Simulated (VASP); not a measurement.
# Pd (Fm-3m) in VASP: a series of runs, part 2 of 2

VASP 6.6.1.

**4. Relaxation of cell and atoms, PBE**

This run uses another cell than the first one, of 15.03 Å³/atom, 0.980 times its volume.

Contents of INCAR:

```
PREC = Accurate
ENCUT = 600
EDIFF = 1E-6
ISMEAR = 0
SIGMA = 0.1
LREAL = F
LASPH = T
NELM = 60
ALGO = Normal
ISIF = 3
LWAVE = F
LCHARG = F
GGA = PE
IBRION = 2
NSW = 100
EDIFFG = -0.002
```

Contents of KPOINTS:

```
Automatic mesh
0
Gamma
  16 16 16
```

Contents of POSCAR:

```
Pd
1.0
    0.0000000000      1.9586507900      1.9586507900
    1.9586507900      0.0000000000      1.9586507900
    1.9586507900      1.9586507900      0.0000000000
Pd
1
Direct
    0.0000000000      0.0000000000      0.0000000000
```

Potentials or basis: VASP PAW PBE potentials, release 64 (Pd).

Command:

```
cat potpaw_PBE.64/Pd/POTCAR > POTCAR
mpirun -np 1 vasp_std > vasp.out
```

OUTCAR:

```text
PREC = Accurate
   ENCUT = 600
   EDIFF = 1E-6
   ISMEAR = 0
   LREAL = F
   LASPH = T
   NELM = 60
   ISIF = 3
   GGA = PE
   IBRION = 2
   NSW = 100
   EDIFFG = -0.002

 ion  position               nearest neighbor table
   1  0.000  0.000  0.000-

  LATTYP: Found a face centered cubic cell.
 ALAT       =     3.9173015800

  Lattice vectors:

 A1 = (   0.0000000000,   1.9586507900,   1.9586507900)
 A2 = (   1.9586507900,   0.0000000000,   1.9586507900)
 A3 = (   1.9586507900,   1.9586507900,   0.0000000000)

Analysis of symmetry for initial positions (statically):
=====================================================================
 Subroutine PRICEL returns:
 Original cell was already a primitive cell.

 Routine SETGRP: Setting up the symmetry group for a
 face centered cubic supercell.

[... 354 lines left out ...]

 E-fermi :   9.1952     XC(G=0): -12.9556

 val. band max:        9.1912896512   @ k =   0.5000   0.3750   0.0625
 cond. band min:       9.1983748259   @ k =  -0.3750   0.3750   0.1250
 fundamental gap:      0.0070851747
 Fermi energy:         9.1952288057

 k-point     1 :       0.0000    0.0000    0.0000
  band No.  band energies     occupation
      1       2.3178      2.00000
      2       6.5079      2.00000
      3       6.5079      2.00000
      4       6.5079      2.00000
      5       8.0244      2.00000
      6       8.0244      2.00000
      7      26.3454      0.00000
      8      30.9135      0.00000
      9      30.9135      0.00000
[... 265 lines left out ...]
 k-point    24 :      -0.0625    0.0625    0.0000
  band No.  band energies     occupation
      1       2.6791      2.00000
      2       6.3702      2.00000
      3       6.6191      2.00000
      4       6.6547      2.00000
      5       7.8989      2.00000
      6       8.0479      2.00000
      7      26.6687      0.00000
      8      29.0933      0.00000
      9      30.6473      0.00000

 [... further k-points ...]
[... 5 lines left out ...]
  --------------------------------------------------------------------------------------
  -------------------------------------------------------------------------------------
  Total       -0.0005600     -0.0005600     -0.0005600      0.0000000      0.0000000      0.0000000
  in kB       -0.0586388     -0.0586388     -0.0586388      0.0000000      0.0000000      0.0000000
  external PRESSURE =      -0.0586388 kB  Pullay stress =       0.0000000 kB
[... 16 lines left out ...]
  FREE ENERGIE OF THE ION-ELECTRON SYSTEM (eV)
  ---------------------------------------------------
  free  energy   TOTEN  =        -5.2231872859 eV

  energy  without entropy=       -5.2112008800  energy(sigma->0) =       -5.21719408

 reached required accuracy - stopping structural energy minimisation
```

OSZICAR:

```text
N       E                     dE             d eps       ncg     rms          rms(c)
DAV:   1     0.431274265752E+02    0.43127E+02   -0.58833E+03  2626   0.118E+03
DAV:   2    -0.507486959806E+01   -0.48202E+02   -0.47111E+02  2816   0.205E+02
DAV:   3    -0.548908405259E+01   -0.41421E+00   -0.41126E+00  2981   0.221E+01
DAV:   4    -0.549143397077E+01   -0.23499E-02   -0.23497E-02  3048   0.156E+00
[... 57 lines left out ...]
DAV:   3    -0.522318712284E+01    0.10174E-06   -0.32415E-08  1317   0.146E-03
  11 F= -.52231871E+01 E0= -.52171958E+01  d E =-.675211E-06
       N       E                     dE             d eps       ncg     rms          rms(c)
DAV:   1    -0.522319270740E+01   -0.54828E-05   -0.10867E-04  2657   0.118E-01    0.156E-02
DAV:   2    -0.522318746191E+01    0.52455E-05   -0.28734E-05  2584   0.485E-02    0.385E-03
DAV:   3    -0.522318728594E+01    0.17597E-06   -0.11382E-07  1317   0.277E-03
  12 F= -.52231873E+01 E0= -.52171941E+01  d E =-.838312E-06
```

CONTCAR:

```text
Pd
   1.00000000000000
    -0.0000000000000000    1.9704081469939556    1.9704081469939556
     1.9704081469939556   -0.0000000000000000    1.9704081469939556
     1.9704081469939556    1.9704081469939556    0.0000000000000000
  Pd
     1
Direct
     0.0000000000000000    0.0000000000000000    0.0000000000000000

  0.00000000E+00  0.00000000E+00  0.00000000E+00
```

Wall time 55 s (1 thread of Intel Xeon 6975P-C, shared host); peak memory 0.16 GiB.

Results:

* Free energy: -5.2232 eV
* Relaxed volume: 15.30 Å³/atom
* Relaxed cell: a = 2.787 Å, b = 2.787 Å, c = 2.787 Å, α = 60.00°, β = 60.00°, γ = 60.00°
* Space group after relaxing (to 0.05 Å): Fm-3m (No. 225)
* Energy gained by relaxing: 2.6 meV/atom
* Ionic steps: 12
* Pressure after relaxing: 0.0 GPa
* Band gap on the k mesh: zero (band 5 reaches 9.46 eV, above the bottom of band 6 at 7.96 eV)

The path:
```
step  energy change (eV)  largest force (eV/Å)  pressure (GPa)  volume (Å³)
   1              0.0000                0.0000            3.19        15.03
   2              0.0023                0.0000           -3.95        15.69
   3             -0.0026                0.0000           -0.11        15.30
   4             -0.0026                0.0000            0.11        15.29
   5             -0.0026                0.0000            0.09        15.29
   6             -0.0026                0.0000            0.06        15.29
   7             -0.0026                0.0000            0.06        15.29
   8             -0.0026                0.0000            0.06        15.29
   9             -0.0026                0.0000            0.06        15.29
  10             -0.0026                0.0000            0.05        15.30
  11             -0.0026                0.0000            0.03        15.30
  12             -0.0026                0.0000           -0.01        15.30
```

Final structure:
```
Pd
1.0
     0.00000    1.97041    1.97041
     1.97041    0.00000    1.97041
     1.97041    1.97041    0.00000
Pd
1
Cartesian
  0.0000 0.0000 0.0000
```

**5. Overview**

| task | cell | cutoff (eV) | smearing | gap on the mesh (eV) | pressure (GPa) |
| --- | --- | --- | --- | --- | --- |
| single point | a = 2.788 Å, angles 60.0°, 1 atom | 520 | gaussian 0.1 eV | none | -0.2 |
| single point | a = 2.792 Å, angles 60.0°, 1 atom | 520 | fermi-dirac 0.15 eV | none | -0.3 |
| relaxation of cell and atoms | relaxed from a = 2.770 Å, angles 60.0°, 1 atom | 600 | gaussian 0.1 eV | none | 0.0 |

Alike in all rows: level PBE; potentials or basis VASP PAW PBE potentials, release 64 (Pd); no spin polarisation; k mesh 16 × 16 × 16.

Total energies depend on the potentials used, so only differences within one code and one set of settings carry meaning.
